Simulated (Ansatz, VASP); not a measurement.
# One calculation of Ge3Te2S, two programs

```
CELL_PARAMETERS angstrom
3.98309 0.00000 0.00000
0.00000 3.98309 0.00000
0.00000 0.00000 8.65447
ATOMIC_POSITIONS crystal
Ge 0.50000 0.00000 0.62505
Ge 0.00000 0.50000 0.37495
Ge 0.50000 0.50000 0.00000
Te 0.50000 0.00000 0.26261
Te 0.00000 0.50000 0.73739
S 0.00000 0.00000 0.00000
```

Change from the starting cell: species swapped into the Ti2CuSb3 type (P-4m2, No. 115).

Alike in both runs: task relaxation of cell and atoms; functional PBE; k mesh 4 × 4 × 2; occupations gaussian, width 0.1 eV; no spin polarisation.

|  | VASP | Ansatz |
| --- | --- | --- |
| version | VASP 6.6.1 | Ansatz 0.2.0 |
| potentials or method | VASP PAW PBE potentials, release 64 (Ge_d, Te, S), cutoff 600 eV | scalar-relativistic, plane waves, PAW |
| valence electrons in the cell | 60 | 80 |

Ansatz gave:

```
gap on the k mesh at the Fermi level, each at its own relaxed structure (eV) : none
relaxed volume (Å³/atom)                                                     : 25.82
relaxed length of the cell vector where the two differ most in proportion (Å)              : 9.462
```

Problem. Estimate VASP's values.

Solution. gap on the k mesh at the Fermi level, each at its own relaxed structure (eV): none; relaxed volume (Å³/atom): 25.84; relaxed length of the cell vector where the two differ most in proportion (Å): 9.454.

A gap of «none» marks a metal or a gap that the smearing closes. VASP's potentials hold 60 valence electrons a cell and Ansatz's 80, so a difference there can come from the potentials and not from the codes.

The k mesh is coarse, so the values compare programs but aren't converged. Neither program's run includes spin-orbit coupling.
